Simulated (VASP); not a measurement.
# BaTiO3 (R3m) in VASP: a series of runs

Runs on BaTiO3. Level: r2SCAN+U. Tasks: single point.

Everything below comes from runs of VASP 6.6.1. Logs are shortened: lines on timing, memory, paths and dates and some standing lists are left out, and cuts for length are marked.

## Step 1: The cell of the first run

It takes space group R3m (No. 160, trigonal). Conventional cell: a = 5.766 Å, b = 5.766 Å, c = 7.090 Å, α = 90.00°, β = 90.00°, γ = 120.00°. Ba (site symmetry 3m) has 12 O at 2.84 to 2.94 Å and 8 Ti at 3.45 to 3.64 Å within 3.7 Å. Within 2.5 Å of Ti (site symmetry 3m) lie 6 O at 1.91 to 2.18 Å. Within 2.5 Å of O (site symmetry m) lie 2 Ti at 1.91 to 2.18 Å.

## Step 2: Single point, r2SCAN+U, collinear spin

POSCAR reads:

```
BaTiO3
1.0
    2.8831267109      1.6645739827      2.3631888665
   -2.8831267109      1.6645739827      2.3631888665
    0.0000000000     -3.3291479653      2.3631888665
Ba Ti O
1 1 3
Direct
    0.0000000000      0.0000000000      0.0000000000
    0.5140000000      0.5140000000      0.5140000000
    0.4916000000      0.4916000000      0.9815000000
    0.4916000000      0.9815000000      0.4916000000
    0.9815000000      0.4916000000      0.4916000000
```

INCAR.step1 reads:

```
SYSTEM = BaTiO3
PREC     = Accurate       ! precision mode
ENCUT    = 520            ! plane-wave cutoff, eV
ISMEAR   = 0              ! smearing method
SIGMA    = 0.02           ! smearing width, eV
LREAL    = .FALSE.        ! projectors in reciprocal space
LASPH    = .TRUE.         ! aspherical terms in the spheres
NELM     = 150            ! most SCF steps
ISPIN    = 2              ! spin polarisation
MAGMOM   = 0 2.5 0 0 0    ! initial moments
LMAXMIX  = 4              ! l up to which the mixer works
LDAU     = .TRUE.         ! DFT+U
LDAUTYPE = 2            
LDAUL    = -1 2 -1        ! shell
LDAUU    = 0 4 0          ! U, eV
LDAUJ    = 0 0 0        
NBANDS   = 32             ! bands
GGA      = PE             ! functional
ALGO     = Normal         ! electronic algorithm
EDIFF    = 1E-4           ! SCF threshold, eV
LWAVE    = .TRUE.         ! write WAVECAR
LCHARG   = .FALSE.        ! write CHGCAR
```

INCAR.step2 reads:

```
SYSTEM = BaTiO3
PREC     = Accurate       ! precision mode
ENCUT    = 520            ! plane-wave cutoff, eV
EDIFF    = 1E-7           ! SCF threshold, eV
ISMEAR   = 0              ! smearing method
SIGMA    = 0.02           ! smearing width, eV
LREAL    = .FALSE.        ! projectors in reciprocal space
LASPH    = .TRUE.         ! aspherical terms in the spheres
NELM     = 150            ! most SCF steps
ALGO     = Normal         ! electronic algorithm
ISIF     = 2              ! what is computed and relaxed
LWAVE    = .FALSE.        ! write WAVECAR
LCHARG   = .FALSE.        ! write CHGCAR
ISPIN    = 2              ! spin polarisation
MAGMOM   = 0 2.5 0 0 0    ! initial moments
LORBIT   = 11             ! projections on sites
LMAXMIX  = 4              ! l up to which the mixer works
LDAU     = .TRUE.         ! DFT+U
LDAUTYPE = 2            
LDAUL    = -1 2 -1        ! shell
LDAUU    = 0 4 0          ! U, eV
LDAUJ    = 0 0 0        
LDAUPRINT= 1            
METAGGA  = R2SCAN         ! meta-GGA
LMIXTAU  = .TRUE.       
NBANDS   = 32             ! bands
ISTART   = 1
```

KPOINTS reads:

```
regular mesh
0
G
  6 6 6
  0 0 0
```

Potentials or basis: VASP PAW PBE potentials, release 64 (Ba_sv, Ti_sv, O).

Started as:

```
$ cat potpaw_PBE.64/Ba_sv/POTCAR potpaw_PBE.64/Ti_sv/POTCAR potpaw_PBE.64/O/POTCAR > POTCAR
$ cp INCAR.step1 INCAR
$ mpirun -np 1 vasp_std > vasp.out
$ cp INCAR.step2 INCAR
$ mpirun -np 1 vasp_std > vasp.out
```

OUTCAR:

```text
SYSTEM = BaTiO3
   PREC = Accurate
   ENCUT = 520
   EDIFF = 1E-7
   ISMEAR = 0
   LREAL = .FALSE.
   LASPH = .TRUE.
   NELM = 150
   ISIF = 2
   ISPIN = 2
   LORBIT = 11
   METAGGA = R2SCAN
   ISTART = 1

 ion  position               nearest neighbor table
   1  0.000  0.000  0.000-   4 2.84   5 2.84   3 2.84   3 2.88   3 2.88   4 2.88   5 2.88   5 2.88
                             4 2.88   5 2.94   4 2.94   3 2.94   2 3.45   2 3.50   2 3.50   2 3.50
   2  0.514  0.514  0.514-   3 1.91   4 1.91   5 1.91   3 2.18   4 2.18   5 2.18   1 3.45   1 3.50
                             1 3.50   1 3.50   1 3.57   1 3.57   1 3.57   1 3.64
   3  0.492  0.492  0.981-   2 1.91   2 2.18   1 2.84   1 2.88   1 2.88   1 2.94
   4  0.492  0.981  0.492-   2 1.91   2 2.18   1 2.84   1 2.88   1 2.88   1 2.94
   5  0.981  0.492  0.492-   2 1.91   2 2.18   1 2.84   1 2.88   1 2.88   1 2.94

  LATTYP: Found a trigonal (rhomboedric) cell.
 ALAT       =     4.0826324588
 COS(alpha) =     0.0025827227

  Lattice vectors:

 A1 = (   2.8831267109,   1.6645739827,   2.3631888665)
 A2 = (  -2.8831267109,   1.6645739827,   2.3631888665)
 A3 = (   0.0000000000,  -3.3291479653,   2.3631888665)

Analysis of symmetry for initial positions (statically):
=====================================================================
 Subroutine PRICEL returns:
 Original cell was already a primitive cell.

 Routine SETGRP: Setting up the symmetry group for a
 trigonal (rhombohedral) supercell.

 Subroutine GETGRP returns: Found  6 space group operations
 (whereof  6 operations were pure point group operations)
 out of a pool of 12 trial point group operations.

The static configuration has the point symmetry C_3v.

Analysis of symmetry for dynamics (positions and initial velocities):
=====================================================================
 Subroutine PRICEL returns:
 Original cell was already a primitive cell.

 Routine SETGRP: Setting up the symmetry group for a
 trigonal (rhombohedral) supercell.

 Subroutine GETGRP returns: Found  6 space group operations
[... 193 lines left out ...]
  o =  0.1010  v = -0.7829  0.0000  0.0000  0.6222 -0.0000  0.0000  0.0000  0.0000  0.0000  0.0000      0.0000  0.0000  0.0000  0.0000  0.0000  0.0000  0.0000  0.0000  0.0000  0.0000
  o =  0.1010  v =  0.0000  0.6222 -0.0000  0.0000 -0.7829  0.0000  0.0000  0.0000  0.0000  0.0000      0.0000  0.0000  0.0000  0.0000  0.0000  0.0000  0.0000  0.0000  0.0000  0.0000
  o =  0.2329  v =  0.0000  0.0000  0.0000  0.0000  0.0000  0.0000 -0.7829 -0.0000  0.0000 -0.6222      0.0000  0.0000  0.0000  0.0000  0.0000  0.0000  0.0000  0.0000  0.0000  0.0000
  o =  0.2329  v =  0.0000  0.0000  0.0000  0.0000  0.0000 -0.6222  0.0000 -0.0000 -0.7829  0.0000      0.0000  0.0000  0.0000  0.0000  0.0000  0.0000  0.0000  0.0000  0.0000  0.0000
  o =  0.2329  v =  0.0000 -0.7829 -0.0000  0.0000 -0.6222  0.0000  0.0000  0.0000  0.0000  0.0000      0.0000  0.0000  0.0000  0.0000  0.0000  0.0000  0.0000  0.0000  0.0000  0.0000
  o =  0.2329  v = -0.6222  0.0000 -0.0000 -0.7829  0.0000  0.0000  0.0000  0.0000  0.0000  0.0000      0.0000  0.0000  0.0000  0.0000  0.0000  0.0000  0.0000  0.0000  0.0000  0.0000

 number of electron      40.0000018 magnetization      -0.0000000

 Free energy of the ion-electron system (eV)
  ---------------------------------------------------
  ext. energy  EPLUGINS =         0.00000000
  ---------------------------------------------------
  free energy    TOTEN  =       -71.60390230 eV

  energy without entropy =      -71.60390230  energy(sigma->0) =      -71.60390230

 E-fermi :   3.3283     XC(G=0): -11.5732

 val. band max:        3.1658068954   @ k =   0.5000   0.5000   0.5000
 cond. band min:       6.2047293895   @ k =   0.0000   0.0000   0.0000
 fundamental gap:      3.0389224941
 Fermi energy:         3.3283117005

 spin component 1

 k-point     1 :       0.0000    0.0000    0.0000
  band No.  band energies     occupation
      1     -56.7133      1.00000
      2     -31.8342      1.00000
      3     -31.8200      1.00000
      4     -31.8200      1.00000
      5     -22.4577      1.00000
      6     -14.5619      1.00000
[... 1673 lines left out ...]
     31      16.4675      0.00000
     32      16.8356      0.00000

 [... further k-points ...]

------------------------ aborting loop because EDIFF is reached ----------------------------------------

  FORCE on cell =-STRESS in cart. coord.  units (eV):
  Direction    XX          YY          ZZ          XY          YZ          ZX
  --------------------------------------------------------------------------------------
  -------------------------------------------------------------------------------------
  Total       -1.2014014     -1.2014014     -1.2886729      0.0000000     -0.0000000     -0.0000000
  in kB      -28.2866947    -28.2866947    -30.3414802      0.0000000     -0.0000000     -0.0000000
  external PRESSURE =     -28.9716232 kB  Pullay stress =       0.0000000 kB

 VOLUME and BASIS-vectors are now :
 -----------------------------------------------------------------------------
  energy-cutoff  :      520.00
  volume of cell :       68.05
      direct lattice vectors                 reciprocal lattice vectors
     2.883126711  1.664573983  2.363188866     0.173422832  0.100125719  0.141052346
    -2.883126711  1.664573983  2.363188866    -0.173422832  0.100125719  0.141052346
     0.000000000 -3.329147965  2.363188866     0.000000000 -0.200251438  0.141052346

 POSITION                                       TOTAL-FORCE (eV/Angst)
 -----------------------------------------------------------------------------------
      0.00000      0.00000      0.00000         0.000000      0.000000      0.112747
      0.00000      0.00000      3.64404         0.000000     -0.000000     -0.577281
      0.00000     -1.63095      4.64296         0.000000     -0.252141      0.154845
     -1.41244      0.81547      4.64296        -0.218360      0.126070      0.154845
      1.41244      0.81547      4.64296         0.218360      0.126070      0.154845
 -----------------------------------------------------------------------------------
    total drift:                               -0.000000      0.000004      0.010789

  FREE ENERGIE OF THE ION-ELECTRON SYSTEM (eV)
  ---------------------------------------------------
  free  energy   TOTEN  =       -71.6039022963 eV

  energy  without entropy=      -71.6039022963  energy(sigma->0) =      -71.60390230

 total charge

# of ion       s       p       d       tot
------------------------------------------
    1        2.015   5.660   0.273   7.947
    2        2.213   6.259   1.510   9.982
    3        1.565   3.494   0.000   5.060
    4        1.565   3.494   0.000   5.060
    5        1.565   3.494   0.000   5.060
--------------------------------------------------
tot          8.924  22.401   1.783  33.108

 magnetization (x)

# of ion       s       p       d       tot
------------------------------------------
    1       -0.000  -0.000   0.000  -0.000
    2        0.000  -0.000   0.000   0.000
    3       -0.000  -0.000   0.000  -0.000
    4       -0.000  -0.000   0.000  -0.000
    5       -0.000  -0.000   0.000  -0.000
--------------------------------------------------
tot          0.000  -0.000   0.000  -0.000
```

Wall time 12 min (1 thread of Intel Xeon 8259CL, shared host); peak memory 0.28 GiB.

Results:

- Free energy: -71.6039 eV
- Pressure: -2.9 GPa
- Largest force: 0.577 eV/Å
- Band gap on the k mesh: 3.04 eV (least direct gap 3.48 eV)
- Net moment: 0.00 μB per cell
- Valence electrons inside the program's atomic spheres: Ba 7.95; Ti 9.98; O 5.06

Forces in eV/Å, atoms in the order of the input:
```
Ba   0.000  0.000  0.113
Ti   0.000  0.000 -0.577
O    0.000 -0.252  0.155
O   -0.218  0.126  0.155
O    0.218  0.126  0.155
```

Stress tensor (GPa, compression positive):
```
-2.83  0.00  0.00
 0.00 -2.83  0.00
 0.00  0.00 -3.03
```

Eigenvalues of the final occupation matrices:
| site | spin | trace | eigenvalues |
| --- | --- | --- | --- |
| site 2 d | 1 | 0.77 | 0.10 0.10 0.10 0.23 0.23 |
| site 2 d | 2 | 0.77 | 0.10 0.10 0.10 0.23 0.23 |

Caveat: the PAW data sets were made with another functional, which shifts forces and pressure a little; spin-orbit coupling is left out, which moves the levels of the heavy elements. A k mesh can miss the band edges.

## Step 3: Single point, r2SCAN+U, collinear spin

This run uses another cell than the first one, of 14.38 Å³/atom.

Edit POSCAR of step 2 so:

```diff
@@ -2,5 +2,5 @@
 1.0
-    2.8831267109      1.6645739827      2.3631888665
-   -2.8831267109      1.6645739827      2.3631888665
-    0.0000000000     -3.3291479653      2.3631888665
+    2.9365300460      1.6954064125      2.4069615408
+   -2.9365300460      1.6954064125      2.4069615408
+    0.0000000000     -3.3908128250      2.4069615408
 Ba Ti O
```

INCAR.step1 reads:

```
PREC = Accurate
ENCUT = 520
ISMEAR = 0
SIGMA = 0.02
LREAL = False
LASPH = True
NELM = 150
ISPIN = 2
MAGMOM = 0 2.5 0 0 0
LMAXMIX = 4
LDAU = True
LDAUTYPE = 2
LDAUL = -1 2 -1
LDAUU = 0 4 0
LDAUJ = 0 0 0
NBANDS = 32
GGA = PE
ALGO = Normal
EDIFF = 1E-4
LWAVE = True
LCHARG = False
```

INCAR.step2 reads:

```
PREC = Accurate
ENCUT = 520
EDIFF = 1E-6
ISMEAR = 0
SIGMA = 0.02
LREAL = False
LASPH = True
NELM = 150
ALGO = Normal
ISIF = 2
LWAVE = False
LCHARG = True
ISPIN = 2
MAGMOM = 0 2.5 0 0 0
LORBIT = 11
LMAXMIX = 4
LDAU = True
LDAUTYPE = 2
LDAUL = -1 2 -1
LDAUU = 0 4 0
LDAUJ = 0 0 0
LDAUPRINT = 1
METAGGA = R2SCAN
LMIXTAU = True
LELF = True
LVHAR = True
NBANDS = 32
ISTART = 1
```

KPOINTS reads:

```
Automatic mesh
0
Gamma
  6 6 6
```

Potentials or basis: VASP PAW PBE potentials, release 64 (Ba_sv, Ti_sv, O).

Started as:

```
$ cat potpaw_PBE.64/Ba_sv/POTCAR potpaw_PBE.64/Ti_sv/POTCAR potpaw_PBE.64/O/POTCAR > POTCAR
$ cp INCAR.step1 INCAR
$ mpirun -np 1 vasp_std > vasp.out
$ cp INCAR.step2 INCAR
$ mpirun -np 1 vasp_std > vasp.out
```

Wall time 5.9 min (1 thread of Intel Xeon 8259CL, shared host); peak memory 0.3 GiB.

The run converged. Its results:

* Free energy: -71.4423 eV
* Pressure: -10.5 GPa
* Largest force: 0.127 eV/Å
* Band gap on the k mesh: 2.86 eV (least direct gap 3.34 eV)
* Net moment: 0.00 μB per cell
* Valence electrons inside the program's atomic spheres: Ba 7.91; Ti 9.88; O 5.03

Forces on the atoms (eV/Å):
```
Ba   0.000  0.000  0.127
Ti   0.000  0.000  0.015
O    0.000  0.091 -0.047
O    0.078 -0.045 -0.047
O   -0.078 -0.045 -0.047
```

Stress tensor (GPa, compression positive):
```
-10.62   0.00   0.00
  0.00 -10.62   0.00
  0.00   0.00 -10.35
```

Levels at points of the mesh, in eV from the valence-band top:
Spin up:
| k point | band 16 | band 17 | band 18 | band 19 | band 20 | band 21 | band 22 | band 23 | band 24 | band 25 |
| --- | --- | --- | --- | --- | --- | --- | --- | --- | --- | --- |
| (0.00, 0.00, 0.00) | -1.12 | -0.94 | -0.51 | -0.47 | -0.47 | 2.86 | 2.86 | 2.92 | 4.01 | 4.01 |
| (0.50, 0.00, 0.00) | -1.81 | -1.48 | -1.46 | -0.94 | -0.89 | 2.99 | 3.97 | 4.00 | 4.10 | 5.48 |
| (0.50, 0.50, 0.00) | -2.27 | -1.85 | -0.95 | -0.91 | -0.08 | 4.06 | 4.07 | 4.41 | 4.51 | 7.09 |
| (0.50, 0.50, 0.50) | -2.33 | -2.30 | -0.02 | -0.02 | 0.00 | 4.48 | 4.60 | 4.60 | 6.58 | 6.58 |
Spin down:
| k point | band 17 | band 18 | band 19 | band 20 | band 21 | band 22 | band 23 | band 24 |
| --- | --- | --- | --- | --- | --- | --- | --- | --- |
| (0.00, 0.00, 0.00) | -0.94 | -0.51 | -0.47 | -0.47 | 2.86 | 2.86 | 2.92 | 4.01 |
| (0.50, 0.00, 0.00) | -1.48 | -1.46 | -0.94 | -0.89 | 2.99 | 3.97 | 4.00 | 4.10 |
| (0.50, 0.50, 0.00) | -1.85 | -0.95 | -0.91 | -0.08 | 4.06 | 4.07 | 4.41 | 4.51 |
| (0.50, 0.50, 0.50) | -2.30 | -0.02 | -0.02 | 0.00 | 4.48 | 4.60 | 4.60 | 6.58 |

Eigenvalues of the final occupation matrices:
```csv
site,spin,trace,eigenvalues
site 2 d,1,0.74,0.10 0.10 0.10 0.22 0.22
site 2 d,2,0.74,0.10 0.10 0.10 0.22 0.22
```

Caveat: the cell stands under tension; the PAW data sets were made with another functional, which shifts forces and pressure a little; spin-orbit coupling is left out, which moves the levels of the heavy elements. A k mesh can miss the band edges.
